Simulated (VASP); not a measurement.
Write the native input for VASP 6.6.1 that does the following.

| Property | Result |
| --- | --- |
| Task | single point |
| Functional | PBE |
| Dispersion | D3(BJ) |
| Potentials or basis | VASP PAW PBE potentials, release 64 (Si) |
| Cutoff | 520 eV |
| k mesh | 24 × 24 × 14 |
| Occupations | gaussian, width 0.15 eV |
| Spin | no spin polarisation |
| Dipole correction | no |
| Further INCAR settings | ALGO = Normal; EDIFF = 1e-07; NBANDS = 11 |

The structure of Si lies in POSCAR:

```
Si
1.0
    2.6369973380      0.0000000000      0.1153686335
   -1.3184986690      2.2837066844     -0.0576843168
    0.1972683775      0.0000000000      4.5089914857
Si
2
Direct
    0.3333333333      0.6666666667      0.2500000000
    0.6666666667      0.3333333333      0.7500000000
```

This cell differs from its parent crystal: strain +0.0875 x Voigt [0, 0, 0, 0, 1, 0].

The input as run:

INCAR

```
SYSTEM = Si
PREC = Accurate
ENCUT = 520
EDIFF = 1E-7
ISMEAR = 0
SIGMA = 0.15
LREAL = .False.
LASPH = .True.
NELM = 60
ALGO = Normal
ISIF = 2
LWAVE = .False.
LCHARG = .True.
GGA = PE
IVDW = 12
LELF = .True.
LVHAR = .True.
NBANDS = 11
```

KPOINTS

```
Automatic mesh
0
Gamma
  24 24 14
  0 0 0
```

Potentials or basis: VASP PAW PBE potentials, release 64 (Si).

Command:

```sh
$ cat potpaw_PBE.64/Si/POTCAR > POTCAR
$ mpirun -np 1 vasp_std > vasp.out
```

Results of the run:

```
Pressure                   : 0.6 GPa
Largest force              : 0.033 eV/Å
Band gap on the k mesh     : zero (bands 4 and 5 overlap by 13.40 eV)
Dispersion energy per atom : -0.459 eV
```

Caveat: the cell differs from its parent crystal (strain +0.0875 x Voigt [0, 0, 0, 0, 1, 0]).

Wall time 2.9 min on 1 thread of Intel(R) Xeon(R) 6975P-C (Granite Rapids), on a shared host, peak memory 0.57 GiB.
